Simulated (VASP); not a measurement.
A run of VASP 6.6.1:

The input INCAR:

```
  PREC = Accurate
  ENCUT = 520
  EDIFF = 1E-6
  ISMEAR = -1
  SIGMA = 0.05
  LREAL = F
  LASPH = T
  NELM = 60
  ALGO = Normal
  ISIF = 2
  LWAVE = F
  LCHARG = F
  GGA = PE
  NBANDS = 12
```

Contents of KPOINTS:

```
regular mesh
0
Gamma
  11 11 11
```

The input POSCAR:

```
In
1.0
   -1.6468602161      1.6468602161      2.5062524172
    1.6468602161     -1.6468602161      2.5062524172
    1.6468602161      1.6468602161     -2.5062524172
In
1
Direct
    0.0000000000      0.0000000000      0.0000000000
```

Potentials or basis: VASP PAW PBE potentials, release 64 (In_d).

Launch:

```console
$ cat potpaw_PBE.64/In_d/POTCAR > POTCAR
$ mpirun -np 1 vasp_std > vasp.out
```

Hardware: 1 thread of Intel Xeon 8259CL, on a shared host.

Task: How long does it take, and how much memory?

Result: Run time: 56 s on 1 thread of Intel Xeon 8259CL, with other jobs on the host, peak memory 0.18 GiB. Counts: scf iterations 10, k points 126.
